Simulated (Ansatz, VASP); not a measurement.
## One calculation of Zn, two programs

```
Zn
1.0
     2.64495    0.00000    0.00000
    -1.32248    2.29059    0.00000
     0.00000    0.00000    5.03192
Zn
2
Direct
  0.33333 0.66667 0.75000
  0.66667 0.33333 0.25000
```

Change from the starting cell: the structure that the rattled cell fell into.

Alike in both runs: functional PBE; k mesh 24 × 24 × 12; occupations gaussian, width 0.1 eV; no spin polarisation.

Ansatz relaxed the structure, and its values are those at the end. VASP's run is a single point on that final structure, the one shown.

|  | VASP | Ansatz |
| --- | --- | --- |
| version | VASP 6.6.1 | Ansatz 0.2.0 |
| potentials or method | VASP PAW PBE potentials, release 64 (Zn), cutoff 520 eV | scalar-relativistic, plane waves, PAW |
| valence electrons in the cell | 24 | 24 |

Ansatz gave:

- gap on the k mesh at the Fermi level (eV): none
- pressure (GPa): 0.0

Question: Estimate VASP's values.

Answer: gap on the k mesh at the Fermi level (eV): none; pressure (GPa): 0.7.

A gap of «none» marks a metal or a gap that the smearing closes.
